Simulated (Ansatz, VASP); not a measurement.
## TaSi: VASP beside Ansatz

The input INCAR:

```
ALGO = Normal
EDIFF = 1E-6
ENCUT = 520
GGA = PE
ISIF = 2
ISMEAR = -1
LASPH = T
LCHARG = T
LELF = T
LREAL = F
LVHAR = T
LWAVE = F
NBANDS = 14
NELM = 80
PREC = Accurate
SIGMA = 0.05
```

Contents of KPOINTS:

```
k-points
0
Gamma
  14 14 14
```

Contents of POSCAR:

```
TaSi
1.0
    0.0000000000      2.1717683557      2.1717683557
    2.1717683557      0.0000000000      2.1717683557
    2.1717683557      2.1717683557      0.0000000000
Ta Si
1 1
Direct
    0.0000000000      0.0000000000      0.0000000000
    0.5000000000      0.5000000000      0.5000000000
```

Input for Ansatz:

```yaml
crystal:
  lattice:
    - [0.0, 2.1717683557, 2.1717683557]
    - [2.1717683557, 0.0, 2.1717683557]
    - [2.1717683557, 2.1717683557, 0.0]
  atoms:
    - { symbol: Ta, position: [0.0, 0.0, 0.0] }
    - { symbol: Si, position: [0.5, 0.5, 0.5] }
kpoints:
  mp_grid: { grid: [14, 14, 14] }
scf:
  occupations: { method: fermi_dirac, width: 0.05 }
hamiltonian:
  xc: pbe
  pseudopotentials: { kind: paw }
output:
  forces: true
  stress: true
  eigenvalues: true
  populations: true
```

Change from the starting cell: volume scaled by 0.6, PAW files.

Alike in both runs: task single point; functional PBE; k mesh 14 × 14 × 14; occupations fermi-dirac, width 0.05 eV; no spin polarisation.

|  | VASP | Ansatz |
| --- | --- | --- |
| version | VASP 6.6.1 | Ansatz 0.2.0 |
| potentials or method | VASP PAW PBE potentials, release 64 (Ta_pv, Si) | PAW with Ansatz's default frozen-core files, scalar-relativistic |
| plane-wave cutoff (eV) | 520 | 420 |
| valence electrons in the cell | 15 | 17 |

|  | VASP | Ansatz | Ansatz less VASP |
| --- | --- | --- | --- |
| pressure (GPa) | 218.5 | 215.8 | -2.65 |

Both programs put the cell under a high pressure, so it lies far from rest at this level. VASP's potentials hold 15 valence electrons a cell and Ansatz's 17, so a difference there can come from the potentials and not from the codes.

Spin-orbit coupling is off throughout. Noted on VASP's run: the cell as given lies far from equilibrium.
